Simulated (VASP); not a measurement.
# Te2Mo in VASP: single point with LDA

Aim: the single point of Te2Mo with LDA.

All numbers are computed with VASP 6.6.1; they aren't measurements. Logs are shortened: lines on timing, memory, paths and dates and some standing lists are left out, and cuts for length are marked.

## Step 1: The cell of the first run

The cell holds a slab with vacuum, 9 atoms: a = 3.471 Å, b = 3.471 Å, c = 30.207 Å, α = 90.00°, β = 90.00°, γ = 120.00°.

## Step 2: Single point, LDA (atoms displaced along a vibrational mode)

File INCAR:

```
SYSTEM = Te2Mo
ALGO     = Normal         ! electronic algorithm
EDIFF    = 1E-6           ! SCF threshold, eV
ENCUT    = 520            ! plane-wave cutoff, eV
GGA      = CA             ! functional
ISIF     = 2              ! what is computed and relaxed
ISMEAR   = 0              ! smearing method
KPAR     = 4            
LASPH    = .True.         ! aspherical terms in the spheres
LCHARG   = .True.         ! write CHGCAR
LREAL    = .False.        ! projectors in reciprocal space
LVHAR    = .True.       
LWAVE    = .False.        ! write WAVECAR
NBANDS   = 49             ! bands
NELM     = 60             ! most SCF steps
PREC     = Accurate       ! precision mode
SIGMA    = 0.05           ! smearing width, eV
```

File KPOINTS:

```
k-points
0
Gamma
  12 12 1
  0 0 0
```

File POSCAR:

```
Te2Mo
1.0
    3.4709964735      0.0000000000      0.0000000000
   -1.7354982368      3.0059711225      0.0000000000
    0.0000000000      0.0000000000     30.2065362563
Te Mo
6 3
Direct
    0.0030751819      0.0022511894      0.9405159683
    0.4458008273      0.7489985865      0.7128929968
    0.2239322150      0.5865794897      0.1682534351
    0.4427344516      0.7467538437      0.8317465649
    0.2208658393      0.5843347469      0.2871070032
   -0.0030751819     -0.0022511894      0.0594840317
    0.1106633815      0.0810112178      0.7722229666
   -0.1106633815     -0.0810112178      0.2277770334
    0.3333333333      0.6666666667      0.0000000000
```

Potentials or basis: VASP PAW LDA potentials, release 64 (Te, Mo_sv).

Started as:

```console
> cat potpaw_LDA.64/Te/POTCAR potpaw_LDA.64/Mo_sv/POTCAR > POTCAR
> mpirun -np 4 vasp_std > vasp.out
```

OUTCAR:

```text
SYSTEM = Te2Mo
   EDIFF = 1E-6
   ENCUT = 520
   GGA = CA
   ISIF = 2
   ISMEAR = 0
   LASPH = .True.
   LREAL = .False.
   NELM = 60
   PREC = Accurate

 ion  position               nearest neighbor table
   1  0.003  0.002  0.941-   9 2.69   9 2.69   9 2.70   6 3.59
   2  0.446  0.749  0.713-   7 2.68   7 2.69   7 2.69   4 3.59
   3  0.224  0.587  0.168-   8 2.69   8 2.69   8 2.69   5 3.59
   4  0.443  0.747  0.832-   7 2.69   7 2.69   7 2.70   2 3.59
   5  0.221  0.584  0.287-   8 2.69   8 2.69   8 2.69   3 3.59
   6  0.997  0.998  0.059-   9 2.68   9 2.69   9 2.70   1 3.59
   7  0.111  0.081  0.772-   2 2.68   2 2.69   4 2.69   2 2.69   4 2.69   4 2.70
   8  0.889  0.919  0.228-   5 2.69   5 2.69   3 2.69   5 2.69   3 2.69   3 2.69
   9  0.333  0.667  0.000-   6 2.68   1 2.69   1 2.69   6 2.69   6 2.70   1 2.70

  LATTYP: Found a hexagonal cell.
 ALAT       =     3.4709964735
 C/A-ratio  =     8.7025545796

  Lattice vectors:

 A1 = (   3.4709964735,   0.0000000000,   0.0000000000)
 A2 = (  -1.7354982368,   3.0059711225,   0.0000000000)
 A3 = (   0.0000000000,   0.0000000000,  30.2065362563)

Analysis of symmetry for initial positions (statically):
=====================================================================
 Subroutine PRICEL returns:
 Original cell was already a primitive cell.

 Routine SETGRP: Setting up the symmetry group for a
 hexagonal supercell.

 Subroutine GETGRP returns: Found  1 space group operations
 (whereof  1 operations were pure point group operations)
 out of a pool of 24 trial point group operations.

The static configuration has the point symmetry C_1 .

Analysis of symmetry for dynamics (positions and initial velocities):
=====================================================================
 Subroutine PRICEL returns:
 Original cell was already a primitive cell.

 Routine SETGRP: Setting up the symmetry group for a
 hexagonal supercell.

 Subroutine GETGRP returns: Found  1 space group operations
 (whereof  1 operations were pure point group operations)
 out of a pool of 24 trial point group operations.

The dynamic configuration has the point symmetry C_1 .

 Subroutine INISYM returns: Found  1 space group operations
 (whereof  1 operations are pure point group operations),
 and found     1 'primitive' translations

----------------------------------------------------------------------------------------

                                     Primitive cell

  volume of cell :     315.1664

  direct lattice vectors                    reciprocal lattice vectors
     3.470996474  0.000000000  0.000000000     0.288101704  0.166335597  0.000000000
    -1.735498237  3.005971123  0.000000000     0.000000000  0.332671193  0.000000000
     0.000000000  0.000000000 30.206536256     0.000000000  0.000000000  0.033105418

  length of vectors
     3.470996474  3.470996474 30.206536256     0.332671193  0.332671193  0.033105418

  position of ions in fractional coordinates (direct lattice)
     0.003075182  0.002251189  0.940515968
     0.445800827  0.748998587  0.712892997
     0.223932215  0.586579490  0.168253435
     0.442734452  0.746753844  0.831746565
     0.220865839  0.584334747  0.287107003
     0.996924818  0.997748811  0.059484032
     0.110663381  0.081011218  0.772222967
     0.889336619  0.918988782  0.227777033
     0.333333333  0.666666667  0.000000000

  ion indices of the primitive-cell ions
   primitive index   ion index
                 1           1
                 2           2
                 3           3
                 4           4
                 5           5
                 6           6
                 7           7
                 8           8
                 9           9

----------------------------------------------------------------------------------------

 KPOINTS: k-points

Automatic generation of k-mesh.
 Grid dimensions read from file:
 generate k-points for:   12   12    1

 Generating k-lattice:

  Cartesian coordinates                     Fractional coordinates (reciprocal lattice)
     0.024008475  0.013861300  0.000000000     0.083333333  0.000000000  0.000000000
     0.000000000  0.027722599  0.000000000     0.000000000  0.083333333  0.000000000
     0.000000000  0.000000000  0.033105418     0.000000000  0.000000000  1.000000000

  Length of vectors
     0.027722599  0.027722599  0.033105418

  Shift w.r.t. Gamma in fractional coordinates (k-lattice)
     0.000000000  0.000000000  0.000000000

 Subroutine IBZKPT returns following result:
 ===========================================

 Found     74 irreducible k-points:

 Following reciprocal coordinates:
            Coordinates               Weight
  0.000000  0.000000  0.000000      1.000000
  0.083333  0.000000  0.000000      2.000000
  0.000000  0.083333  0.000000      2.000000
 -0.083333  0.083333  0.000000      2.000000
  0.166667 -0.000000  0.000000      2.000000
  0.000000  0.166667  0.000000      2.000000
[... 16 lines left out ...]
  0.166667  0.083333  0.000000      2.000000
 -0.083333  0.250000  0.000000      2.000000
 [... further k-points ...]
   k-points           NKPTS =     74   k-points in BZ     NKDIM =     74   number of bands    NBANDS=     49
   number of dos      NEDOS =    301   number of ions     NIONS =      9
   total plane-waves  NPLWV = 188160
   dimension x,y,z NGX =    28 NGY =   28 NGZ =  240
   dimension x,y,z NGXF=    56 NGYF=   56 NGZF=  480
   ions per type =               6   3
   NGX,Y,Z   is equivalent  to a cutoff of  13.41, 13.41, 13.21 a.u.
   NGXF,Y,Z  is equivalent  to a cutoff of  26.82, 26.82, 26.42 a.u.
 SYSTEM =  Te2Mo
   PREC   = accura    normal or accurate (medium, high low for compatibility)
   ISTART =      0    job   : 0-new  1-cont  2-samecut
   ICHARG =      2    charge: 1-file 2-atom 10-const
   ISPIN  =      1    spin polarized calculation?
   LNONCOLLINEAR =      F non collinear calculations
   LSORBIT =      F    spin-orbit coupling
   LASPH  =      T    aspherical Exc in radial PAW
   ENCUT  =  520.0 eV  38.22 Ry    6.18 a.u.   6.45  6.45 56.16*2*pi/ulx,y,z
   NELM   =     60;   NELMIN=  2; NELMDL= -5     # of ELM steps
   EDIFF  = 0.1E-05   stopping-criterion for ELM
   LREAL  =      F    real-space projection
[... 7 lines left out ...]
   TEBEG  =    0.0;   TEEND  =   0.0 temperature during run
   PSTRESS=    0.0 pullay stress
   NELECT =      78.0000    total number of electrons
   NUPDOWN=      -1.0000    fix difference up-down
   EMIN   =  10.00;   EMAX   =-10.00  energy-range for DOS
   EFERMI =   0.00;   METHOD = LEGACY
   ISMEAR =     0;   SIGMA  =   0.05  broadening in eV -4-tet -1-fermi 0-gaus
   EFERMI_NEDOS =   21; number of points for ismear=-14 and -15
   IALGO  =     38    algorithm
   IMIX   =      4    mixing-type and parameters
     AMIX     =   0.40;   BMIX     =  1.00
     AMIX_MAG =   1.60;   BMIX_MAG =  1.00
  volume/ion in A,a.u.               =      35.02       236.32
  Fermi-wavevector in a.u.,A,eV,Ry     =   1.027842  1.942340 14.374002  1.056459
  Thomas-Fermi vector in A             =   2.161808
   LORBIT       =      0    0 simple, 1 ext, 2 COOP (PROOUT), +10 PAW based schemes
   GGA     = CA    functional components
   LHFCALC =     F    Hartree Fock is set to
   AEXX    =    0.0000 exact exchange contribution
   IVDW    =     0    specifies the selected vdW correction
   LEPSILON=     F    determine dielectric tensor
   LRPA    =     F    only Hartree local field effects (RPA)
 non-spin polarized calculation
 Gauss-broadening in eV      SIGMA  =   0.05
  energy-cutoff  :      520.00
  volume of cell :      315.17
 maximum number of plane-waves:      8573
 NGX is ok and might be reduce to    28
   NGX = 13   NGY = 13   NGZ =113

 number of electron      77.9999997 magnetization

 Free energy of the ion-electron system (eV)
  ---------------------------------------------------
  ext. energy  EPLUGINS =         0.00000000
  ---------------------------------------------------
  free energy    TOTEN  =       -61.70782801 eV

  energy without entropy =      -61.70782801  energy(sigma->0) =      -61.70782801

 E-fermi :   4.5702     XC(G=0):  -7.8115

 val. band max:        4.2903822151   @ k =   0.0000   0.0000   0.0000
 cond. band min:       5.1040977537   @ k =   0.4167  -0.1667   0.0000
 fundamental gap:      0.8137155386
 Fermi energy:         4.5701813615

 k-point     1 :       0.0000    0.0000    0.0000
  band No.  band energies     occupation
      1     -56.1374      2.00000
      2     -56.1329      2.00000
      3     -56.1329      2.00000
      4     -30.5285      2.00000
      5     -30.5259      2.00000
      6     -30.5258      2.00000
[... 41 lines left out ...]
     48       7.7479      0.00000
     49       7.8291      0.00000

 k-point     2 :       0.0833    0.0000    0.0000
  band No.  band energies     occupation
      1     -56.1366      2.00000
      2     -56.1321      2.00000
      3     -56.1320      2.00000
      4     -30.5261      2.00000
      5     -30.5235      2.00000
      6     -30.5235      2.00000
[... 41 lines left out ...]
     48       7.5333      0.00000
     49       7.5787      0.00000

 k-point     3 :       0.0000    0.0833    0.0000
  band No.  band energies     occupation
      1     -56.1366      2.00000
      2     -56.1321      2.00000
      3     -56.1320      2.00000
      4     -30.5261      2.00000
      5     -30.5235      2.00000
      6     -30.5235      2.00000
[... 41 lines left out ...]
     48       7.5353      0.00000
     49       7.5490      0.00000

 k-point     4 :      -0.0833    0.0833    0.0000
  band No.  band energies     occupation
      1     -56.1366      2.00000
      2     -56.1321      2.00000
      3     -56.1320      2.00000
      4     -30.5261      2.00000
      5     -30.5235      2.00000
      6     -30.5235      2.00000
[... 977 lines left out ...]
     48       7.1519      0.00000
     49       7.5627      0.00000

 k-point    23 :       0.1667    0.0833    0.0000
  band No.  band energies     occupation
      1     -56.1323      2.00000
      2     -56.1279      2.00000
      3     -56.1278      2.00000
      4     -30.5139      2.00000
      5     -30.5113      2.00000
      6     -30.5112      2.00000
[... 41 lines left out ...]
     48       6.6672      0.00000
     49       7.6160      0.00000

 k-point    24 :      -0.0833    0.2500    0.0000
  band No.  band energies     occupation
      1     -56.1323      2.00000
      2     -56.1279      2.00000
      3     -56.1278      2.00000
      4     -30.5139      2.00000
      5     -30.5113      2.00000
      6     -30.5112      2.00000
[... 41 lines left out ...]
     48       6.6648      0.00000
     49       7.6176      0.00000

 [... further k-points ...]
[... 5 lines left out ...]
  --------------------------------------------------------------------------------------
  -------------------------------------------------------------------------------------
  Total        0.3652781      0.3646009      0.7984050     -0.0313964      0.8488649      0.8489310
  in kB        1.8569247      1.8534822      4.0587652     -0.1596065      4.3152825      4.3156188
  external PRESSURE =       2.5897240 kB  Pullay stress =       0.0000000 kB

 VOLUME and BASIS-vectors are now :
 -----------------------------------------------------------------------------
  energy-cutoff  :      520.00
  volume of cell :      315.17
      direct lattice vectors                 reciprocal lattice vectors
     3.470996474  0.000000000  0.000000000     0.288101704  0.166335597  0.000000000
    -1.735498237  3.005971123  0.000000000     0.000000000  0.332671193  0.000000000
     0.000000000  0.000000000 30.206536256     0.000000000  0.000000000  0.033105418

 POSITION                                       TOTAL-FORCE (eV/Angst)
 -----------------------------------------------------------------------------------
      0.00677      0.00677     28.40973         0.012253     -0.001921     -0.025906
      0.24749      2.25147     21.53403        -0.023029     -0.022867     -0.058051
     -0.24074      1.76324      5.08235         0.007658      0.021384     -0.029732
      0.24074      2.24472     25.12418        -0.034902     -0.021166      0.023790
     -0.24749      1.75649      8.67251         0.022690      0.022871      0.058339
      1.72873      2.99920      1.79681         0.015817      0.001685      0.031633
      0.24352      0.24352     23.32618        -0.019731     -0.016204     -0.001658
      1.49198      2.76245      6.88036         0.012591      0.016218     -0.000164
     -0.00000      2.00398      0.00000         0.006651     -0.000000      0.001750
 -----------------------------------------------------------------------------------
    total drift:                               -0.000225     -0.000042      0.000119

  FREE ENERGIE OF THE ION-ELECTRON SYSTEM (eV)
  ---------------------------------------------------
  free  energy   TOTEN  =       -61.7078280137 eV

  energy  without entropy=      -61.7078280137  energy(sigma->0) =      -61.70782801
```

It took 6.9 min on 4 MPI ranks of Intel Xeon Platinum 8488C (Sapphire Rapids), shared host; peak memory 0.96 GiB.

Results:

```
Free energy            : -61.7078 eV
Largest force          : 0.067 eV/Å
Band gap on the k mesh : 0.81 eV (least direct gap 1.15 eV)
```

Forces on the atoms (eV/Å):
```
Te   0.012 -0.002 -0.026
Te  -0.023 -0.023 -0.058
Te   0.008  0.021 -0.030
Te  -0.035 -0.021  0.024
Te   0.023  0.023  0.058
Te   0.016  0.002  0.032
Mo  -0.020 -0.016 -0.002
Mo   0.013  0.016  0.000
Mo   0.007  0.000  0.002
```

Levels at points of the mesh, in eV from the valence-band top:
```tsv
k point	band 35	band 36	band 37	band 38	band 39	band 40	band 41	band 42	band 43	band 44
(0.00, 0.00, 0.00)	-1.02	-1.02	-0.97	-0.10	0.00	3.01	3.02	3.13	3.13	3.18
(0.50, 0.00, 0.00)	-0.97	-0.89	-0.51	-0.37	-0.26	1.34	1.37	1.39	1.54	1.70
(0.00, 0.50, 0.00)	-0.98	-0.93	-0.49	-0.37	-0.27	1.35	1.37	1.39	1.54	1.70
(0.50, 0.50, 0.00)	-0.99	-0.97	-0.48	-0.37	-0.28	1.35	1.37	1.39	1.54	1.69
```

Caveat: the cell differs from its parent crystal (atoms displaced along a vibrational mode); there is no dipole correction, which matters where the two faces differ; spin-orbit coupling is left out, which moves the levels of the heavy elements.
